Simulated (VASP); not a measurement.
Input of a VASP 6.6.1 run:

Contents of POSCAR:

```
HfN
1.0
    0.0000000000      2.4548220000      2.4548220000
    2.4548220000      0.0000000000      2.4548220000
    2.4548220000      2.4548220000      0.0000000000
Hf N
1 1
Direct
    0.0000000000      0.0000000000      0.0000000000
    0.7500000000      0.7500000000      0.7500000000
```

INCAR.step1

```
  ALGO = Normal
  EDIFF = 1E-4
  ENCUT = 600
  GGA = PE
  ISMEAR = -1
  LASPH = T
  LCHARG = F
  LREAL = F
  LWAVE = T
  NELM = 80
  PREC = Accurate
  SIGMA = 0.05
```

INCAR.step2

```
  ALGO = Normal
  EDIFF = 1E-6
  EDIFFG = -0.02
  ENCUT = 600
  IBRION = 2
  ISIF = 3
  ISMEAR = -1
  ISTART = 1
  LASPH = T
  LCHARG = F
  LMIXTAU = T
  LREAL = F
  LWAVE = F
  METAGGA = R2SCAN
  NELM = 80
  NSW = 80
  PREC = Accurate
  SIGMA = 0.05
```

File KPOINTS:

```
k-points
0
Gamma
  8 8 8
```

Potentials or basis: VASP PAW PBE potentials, release 64 (Hf_pv, N).

Command:

```sh
$ cat potpaw_PBE.64/Hf_pv/POTCAR potpaw_PBE.64/N/POTCAR > POTCAR
$ cp INCAR.step1 INCAR
$ mpirun -np 1 vasp_std > vasp.out
$ cp INCAR.step2 INCAR
$ mpirun -np 1 vasp_std > vasp.out
```

Q: What does it give for the relaxed cell?

A: a = 3.451 Å, b = 3.451 Å, c = 3.451 Å, α = 60.00°, β = 60.00°, γ = 60.00°.

Q: What does it give for the space group after relaxing (to 0.05 Å)?

A: F-43m (No. 216).

Step by step:
```tsv
step	energy change (eV)	largest force (eV/Å)	pressure (GPa)	volume (Å³)
1	0.0000	0.0000	-3.69	29.59
2	0.0134	0.0000	7.14	28.15
3	-0.0062	0.0000	-0.04	29.06
```

Caveat: the PAW data sets were made with another functional, which shifts forces and pressure a little.
